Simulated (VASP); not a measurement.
Write the native input for VASP 6.6.1 that does the following.

```
Task                   : single point
Functional             : PBEsol
Potentials or basis    : VASP PAW PBE potentials, release 64 (Sr_sv)
Cutoff                 : 520 eV
k mesh                 : 12 × 12 × 12
Occupations            : gaussian, width 0.1 eV
Spin                   : no spin polarisation
Dipole correction      : no
Further INCAR settings : ALGO = Normal; EDIFF = 1e-06; NBANDS = 11
```

The structure of Sr lies in POSCAR:

```
Sr
1.0
    0.0000000000      2.8975367528      2.8975367528
    2.8975367528      0.0000000000      2.8975367528
    2.8975367528      2.8975367528      0.0000000000
Sr
1
Direct
    0.0000000000      0.0000000000      0.0000000000
```

This cell differs from its parent crystal: volume scaled by 0.94.

One way to write it, as run:

INCAR

```
ALGO = Normal
EDIFF = 1E-6
ENCUT = 520
GGA = PS
ISIF = 2
ISMEAR = 0
LASPH = T
LCHARG = F
LREAL = F
LWAVE = F
NBANDS = 11
NELM = 100
PREC = Accurate
SIGMA = 0.1
```

KPOINTS

```
k-points
0
Gamma
  12 12 12
```

Potentials or basis: VASP PAW PBE potentials, release 64 (Sr_sv).

Command:

```sh
$ cat potpaw_PBE.64/Sr_sv/POTCAR > POTCAR
$ mpirun -np 1 vasp_std > vasp.out
```

Results of the run:

```yaml
Pressure: 0.9 GPa
Band_gap_on_the_k_mesh: 0.02 eV, direct
```

Caveat: the PAW data sets were made with another functional, which shifts forces and pressure a little.

Wall time 13 s on 1 thread of AMD EPYC 9R45 96-Core Processor (Zen 5), with other jobs on the host, peak memory 0.16 GiB.
